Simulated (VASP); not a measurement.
The system is Sr3Al2O.

```
CELL_PARAMETERS angstrom
2.89070 1.66895 4.65277
-2.89070 1.66895 4.65277
0.00000 -3.33790 4.65277
ATOMIC_POSITIONS crystal
Sr 0.00000 0.50000 0.50000
Sr 0.50000 0.50000 0.00000
Sr 0.50000 0.00000 0.50000
Al 0.12356 0.12356 0.12356
Al 0.87644 0.87644 0.87644
O 0.50000 0.50000 0.50000
```

The cell was built from a structure type or drawn by symmetry, and may not be a known phase.

* Program: VASP 6.6.1
* Task: relaxation of cell and atoms
* Functional: PBE
* Potentials or basis: VASP PAW PBE potentials, release 64 (Sr_sv, Al, O)
* Cutoff: 600 eV
* k mesh: 6 × 6 × 6
* Occupations: gaussian, width 0.1 eV
* Spin: no spin polarisation

At the start: pressure 6.5 GPa; volume 22.45 Å³/atom.

Task: How do energy, volume and symmetry change on relaxing?

Result: Over 10 steps the energy falls by 1077.3 meV/atom and the volume is 27.08 Å³/atom (+20.6 %); space group R-3m (No. 166, to 0.1 Å) before and after.

The path:
```tsv
step	energy change (eV)	largest force (eV/Å)	pressure (GPa)	volume (Å³)
1	0.0000	0.4405	6.46	134.68
2	-4.5513	1.6092	1.31	149.98
3	-5.9099	2.3241	1.42	160.10
4	-5.9711	2.3731	1.27	159.22
5	-6.3494	0.4489	-0.67	167.69
6	-6.3496	0.3994	-0.69	167.86
7	-6.4479	0.1101	-0.34	164.85
8	-6.4631	0.0555	-0.13	163.18
9	-6.4631	0.0651	-0.11	163.08
10	-6.4635	0.0128	0.01	162.47
```

Final structure:
```cif
data_structure
_symmetry_space_group_name_H-M 'P 1'
_symmetry_Int_Tables_number 1
_cell_length_a 5.5152
_cell_length_b 5.5152
_cell_length_c 5.5152
_cell_angle_alpha 81.278
_cell_angle_beta 81.278
_cell_angle_gamma 81.278
_cell_volume 162.47
loop_
_atom_site_label
_atom_site_type_symbol
_atom_site_fract_x
_atom_site_fract_y
_atom_site_fract_z
_atom_site_occupancy
Sr1 Sr 0.00000 0.50000 0.50000 1
Sr2 Sr 0.50000 0.50000 0.00000 1
Sr3 Sr 0.50000 0.00000 0.50000 1
Al1 Al 0.10958 0.10958 0.10958 1
Al2 Al 0.89042 0.89042 0.89042 1
O1 O 0.50000 0.50000 0.50000 1
```

Caveat: the volume moved by over 15 % at a fixed basis, so the end points are rough.
